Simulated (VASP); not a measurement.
Input of a VASP 6.6.1 run:

The input INCAR:

```
SYSTEM = Al16H2O
  ALGO = Normal
  EDIFF = 1E-6
  ENCUT = 520
  GGA = CA
  ISIF = 2
  ISMEAR = -1
  LASPH = .TRUE.
  LCHARG = .TRUE.
  LELF = .TRUE.
  LREAL = Auto
  LVHAR = .TRUE.
  LWAVE = .FALSE.
  NBANDS = 43
  NELM = 100
  PREC = Accurate
  SIGMA = 0.15
```

The input KPOINTS:

```
k-points
0
G
  3 4 1
  0 0 0
```

The input POSCAR:

```
Al16H2O
1.0
    8.1000000000      0.0000000000      0.0000000000
    0.0000000000      5.7275650000      0.0000000000
    0.0000000000      0.0000000000     17.2956740000
Al O H
16 1 2
Direct
    0.2500000000      0.2499999564      0.0578179260
    0.7500000000      0.2499999564      0.0578179260
    0.2500000000      0.7500000436      0.0578179260
    0.7500000000      0.7500000436      0.0578179260
    0.0000000000      0.0000000000      0.1406068940
    0.5000000000      0.0000000000      0.1406068940
    0.0000000000      0.4999999127      0.1406068940
    0.5000000000      0.4999999127      0.1406068940
    0.2500000000      0.2499999564      0.2233958619
    0.7500000000      0.2499999564      0.2233958619
    0.2500000000      0.7500000436      0.2233958619
    0.7500000000      0.7500000436      0.2233958619
    0.0000000000      0.0000000000      0.3061848876
    0.5000000000      0.0000000000      0.3061848876
    0.0000000000      0.4999999127      0.3061848876
    0.5000000000      0.4999999127      0.3061848876
    0.1666666667      0.1666666376      0.3628464551
   -0.1666666667      0.1666666376      0.2986685572
    0.0516922222      0.1469184549      0.3859736255
```

Potentials or basis: VASP PAW LDA potentials, release 64 (Al, O, H).

Launch:

```console
$ cat potpaw_LDA.64/Al/POTCAR potpaw_LDA.64/O/POTCAR potpaw_LDA.64/H/POTCAR > POTCAR
$ mpirun -np 1 vasp_std > vasp.out
```

Problem. What does it give for the band gap on the k mesh?

Solution. Zero (bands 28 and 29 overlap by 0.38 eV).

Problem. What does it give for the largest force?

Solution. 3.077 eV/Å.

Forces in eV/Å, atoms in the order of the input:
```
Al  -0.051  0.017  0.307
Al  -0.003  0.076  0.294
Al  -0.033  0.003  0.303
Al   0.023 -0.068  0.389
Al   0.036 -0.055 -0.061
Al   0.083 -0.045 -0.170
Al  -0.071 -0.006 -0.188
Al   0.086  0.112 -0.200
Al   0.155  0.024  0.000
Al  -0.996  0.775 -1.738
Al   0.141 -0.110  0.095
Al  -0.148 -0.281  0.015
Al   0.995 -2.101 -2.015
Al  -0.080 -0.049 -0.351
Al   0.129  0.972 -0.312
Al   0.042  0.020 -0.376
O   -1.751 -0.448 -0.609
H    0.528 -0.146  2.155
H    0.915  1.309  2.460
```
